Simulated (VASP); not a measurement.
Here is a VASP 6.6.1 calculation.

File INCAR:

```
SYSTEM = ScGaO
ALGO = Normal
EDIFF = 1E-7
EDIFFG = -0.01
ENCUT = 600
GGA = PE
IBRION = 2
ISIF = 3
ISMEAR = 0
LASPH = .True.
LCHARG = .False.
LREAL = .False.
LWAVE = .False.
NELM = 100
NSW = 100
PREC = Accurate
SIGMA = 0.1
```

The input KPOINTS:

```
k-points
0
Gamma
  10 10 6
  0 0 0
```

File POSCAR:

```
ScGaO
1.0
    3.7020861498      0.0000000000      0.0000000000
    0.0000000000      3.7020861498      0.0000000000
    0.0000000000      0.0000000000      7.0936801130
Sc Ga O
2 2 2
Direct
    0.0000000000      0.5000000000      0.1338884873
    0.5000000000      0.0000000000      0.8661115127
    0.0000000000      0.5000000000      0.5545765509
    0.5000000000      0.0000000000      0.4454234491
    0.0000000000      0.0000000000      0.0000000000
    0.5000000000      0.5000000000      0.0000000000
```

Potentials or basis: VASP PAW PBE potentials, release 64 (Sc_sv, Ga_d, O).

Run with:

```sh
$ cat potpaw_PBE.64/Sc_sv/POTCAR potpaw_PBE.64/Ga_d/POTCAR potpaw_PBE.64/O/POTCAR > POTCAR
$ mpirun -np 1 vasp_std > vasp.out
```

Problem. Predict the space group after relaxing (to 0.1 Å).

Solution. P4/nmm (No. 129).

Problem. Estimate the relaxed cell.

Solution. a = 3.695 Å, b = 3.695 Å, c = 7.139 Å, α = 90.00°, β = 90.00°, γ = 90.00°.

Problem. Predict the band gap on the k mesh.

Solution. Zero (bands 30 and 31 overlap by 1.52 eV).

Final structure:
```cif
data_structure
_symmetry_space_group_name_H-M 'P 1'
_symmetry_Int_Tables_number 1
_cell_length_a 3.6948
_cell_length_b 3.6948
_cell_length_c 7.1392
_cell_angle_alpha 90.000
_cell_angle_beta 90.000
_cell_angle_gamma 90.000
_cell_volume 97.46
loop_
_atom_site_label
_atom_site_type_symbol
_atom_site_fract_x
_atom_site_fract_y
_atom_site_fract_z
_atom_site_occupancy
Sc1 Sc 0.00000 0.50000 0.13480 1
Sc2 Sc 0.50000 0.00000 0.86520 1
Ga1 Ga 0.00000 0.50000 0.56526 1
Ga2 Ga 0.50000 0.00000 0.43474 1
O1 O 0.00000 0.00000 0.00000 1
O2 O 0.50000 0.50000 0.00000 1
```
